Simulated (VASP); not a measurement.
Input of a VASP 6.6.1 run:

File INCAR:

```
PREC = Accurate ; ENCUT = 520
EDIFF = 1E-8 ; ISMEAR = 0
SIGMA = 0.01 ; LREAL = F
LASPH = T ; NELM = 80
ALGO = Normal ; ISIF = 2
LWAVE = F ; LCHARG = F
NBANDS = 16 ; IBRION = 8
NSW = 1 ; LEPSILON = T
```

The input KPOINTS:

```
Automatic mesh
0
Gamma
  12 12 6
```

File POSCAR:

```
BN
1.0
    2.5227811272      0.0000000000      0.0000000000
   -1.2613905636      2.1847925443      0.0000000000
    0.0000000000      0.0000000000      4.1744585341
B N
2 2
Direct
    0.6666666667      0.3333333333      0.9997126114
    0.3333333333      0.6666666667      0.4997126114
    0.6666666667      0.3333333333      0.6252873886
    0.3333333333      0.6666666667      0.1252873886
```

Potentials or basis: VASP PAW LDA potentials, release 64 (B, N).

The run is started by

```console
$ cat potpaw_LDA.64/B/POTCAR potpaw_LDA.64/N/POTCAR > POTCAR
$ mpirun -np 1 vasp_std > vasp.out
```

What does it give for the electronic dielectric tensor (diagonal)?

4.52, 4.52, 4.68.

Estimate the Born charges (mean of the diagonal).

B +1.84; N -1.84 e.

Predict the highest phonon frequency at Γ, LO-TO splitting left out.

1136 cm⁻¹.

Born effective charge tensors (e):
atom 1, B
```
1.81 0.00 0.00
0.00 1.81 0.00
0.00 0.00 1.90
```
atom 2, B
```
1.81 0.00 0.00
0.00 1.81 0.00
0.00 0.00 1.90
```
atom 3, N
```
-1.81  0.00  0.00
 0.00 -1.81  0.00
 0.00  0.00 -1.90
```
atom 4, N
```
-1.81  0.00  0.00
 0.00 -1.81  0.00
 0.00  0.00 -1.90
```

Caveat: the cell stands under pressure or tension, which shifts response properties.
